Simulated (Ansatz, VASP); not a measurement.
**NbP in VASP and in Ansatz**

```
Nb P
1.0
    -1.65778    1.65778    6.10289
     1.71593   -1.71593    6.13687
     1.56102    1.61917   -6.11988
Nb P
2 2
Cartesian
  -0.0399 -0.0399 0.0000
  -0.0751 1.5827 3.0514
  0.0692 0.0110 6.1199
  1.6941 -0.0219 3.0684
```

Alike in both runs: task single point; functional PBE; k mesh 16 × 16 × 16; occupations gaussian, width 0.1 eV; no spin polarisation.

```csv
,VASP,Ansatz
version,VASP 6.6.1,Ansatz 0.2.0
potentials or method,"VASP PAW PBE potentials, release 64 (Nb_sv, P), cutoff 520 eV","scalar-relativistic, plane waves, PAW"
valence electrons in the cell,36,36
```

Ansatz gave:

- gap on the k mesh at the Fermi level (eV): none
- pressure (GPa): 27.4
- traceless stress, the component that is largest in VASP (GPa): -42.64
- rms of the force components (eV/Å): 2.013

**Question.** Which values does VASP return?

**Answer.** gap on the k mesh at the Fermi level (eV): none; pressure (GPa): 26.9; traceless stress, the component that is largest in VASP (GPa): -42.29; rms of the force components (eV/Å): 2.005.

Atom by atom the forces differ by 0.008 eV/Å (rms over components). A gap of «none» marks a metal or a gap that the smearing closes. With one functional, cell and mesh, what is left measures potentials, basis and numerics.
